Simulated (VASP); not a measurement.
Here is a VASP 6.6.1 calculation.

Contents of INCAR:

```
ALGO     = Normal         # electronic algorithm
EDIFF    = 1E-6           # SCF threshold, eV
ENCUT    = 520            # plane-wave cutoff, eV
GGA      = PE             # functional
ISIF     = 2              # what is computed and relaxed
ISMEAR   = -1             # smearing method
LASPH    = True           # aspherical terms in the spheres
LCHARG   = False          # write CHGCAR
LREAL    = False          # projectors in reciprocal space
LWAVE    = False          # write WAVECAR
NBANDS   = 17             # bands
NELM     = 60             # most SCF steps
PREC     = Accurate       # precision mode
SIGMA    = 0.05           # smearing width, eV
```

File KPOINTS:

```
k-points
0
Gamma
  8 8 8
```

POSCAR

```
MoSe
1.0
    0.0000000000      2.9120382108      2.9120382108
    2.9120382108      0.0000000000      2.9120382108
    2.9120382108      2.9120382108      0.0000000000
Mo Se
1 1
Direct
    0.0000000000      0.0000000000      0.0000000000
    0.5000000000      0.5000000000      0.5000000000
```

Potentials or basis: VASP PAW PBE potentials, release 64 (Mo_sv, Se).

The run is started by

```sh
$ cat potpaw_PBE.64/Mo_sv/POTCAR potpaw_PBE.64/Se/POTCAR > POTCAR
$ mpirun -np 1 vasp_std > vasp.out
```

(1) What does it give for the pressure?

(2) What does it give for the band gap on the k mesh?

Answers

(1) -20.6 GPa.

(2) zero (band 10 reaches 5.79 eV, above the bottom of band 11 at 4.63 eV).
